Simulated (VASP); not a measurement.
Set up this calculation in VASP 6.6.1, as the native input.

```
Task                   : single point
Functional             : r2SCAN
Potentials or basis    : VASP PAW PBE potentials, release 64 (K_sv, Br)
Cutoff                 : 520 eV
k mesh                 : 6 × 6 × 4
Occupations            : gaussian, width 0.01 eV
Spin                   : no spin polarisation
Dipole correction      : no
Further INCAR settings : ALGO = Normal; EDIFF = 1e-07; NBANDS = 24
```

KBr:

```
K Br
1.0
     5.75905    0.00000    0.00000
    -2.87952    4.86583    0.00000
     0.00000    0.00000    6.55383
K Br
2 2
Cartesian
  0.0000 3.2256 -0.4096
  2.8795 1.6402 2.8673
  0.0000 3.2236 2.8673
  2.8795 1.6422 6.1442
```

This cell differs from its parent crystal: uniaxial x strain +2.5%.

One way to write it, as run:

POSCAR

```
KBr
1.0
    5.7590458888      0.0000000000      0.0000000000
   -2.8795229444      4.8658341866      0.0000000000
    0.0000000000      0.0000000000      6.5538300477
K Br
2 2
Direct
    0.3314544287      0.6629088574     -0.0625000000
    0.6685455713      0.3370911426      0.4375000000
    0.3312480962      0.6624961923      0.4375000000
    0.6687519038      0.3375038077      0.9375000000
```

INCAR.step1

```
SYSTEM = KBr
  PREC = Accurate
  ENCUT = 520
  ISMEAR = 0
  SIGMA = 0.01
  LREAL = .False.
  LASPH = .True.
  NELM = 100
  NBANDS = 24
  GGA = PE
  ALGO = Normal
  EDIFF = 1E-4
  LWAVE = .True.
  LCHARG = .False.
```

INCAR.step2

```
SYSTEM = KBr
  PREC = Accurate
  ENCUT = 520
  EDIFF = 1E-7
  ISMEAR = 0
  SIGMA = 0.01
  LREAL = .False.
  LASPH = .True.
  NELM = 100
  ALGO = Normal
  ISIF = 2
  LWAVE = .False.
  LCHARG = .False.
  METAGGA = R2SCAN
  LMIXTAU = .True.
  NBANDS = 24
  ISTART = 1
```

KPOINTS

```
Automatic mesh
0
Gamma
  6 6 4
  0 0 0
```

Potentials or basis: VASP PAW PBE potentials, release 64 (K_sv, Br).

Launch:

```console
$ cat potpaw_PBE.64/K_sv/POTCAR potpaw_PBE.64/Br/POTCAR > POTCAR
$ cp INCAR.step1 INCAR
$ mpirun -np 1 vasp_std > vasp.out
$ cp INCAR.step2 INCAR
$ mpirun -np 1 vasp_std > vasp.out
```

Results of the run:

The pressure is -0.3 GPa and the band gap on the k mesh is 4.74 eV.

Caveat: the cell differs from its parent crystal (uniaxial x strain +2.5%); the PAW data sets were made with another functional, which shifts forces and pressure a little.

It took 9.3 min on 1 thread of Intel(R) Xeon(R) Platinum 8488C (Sapphire Rapids), on a shared host, peak memory 0.43 GiB.
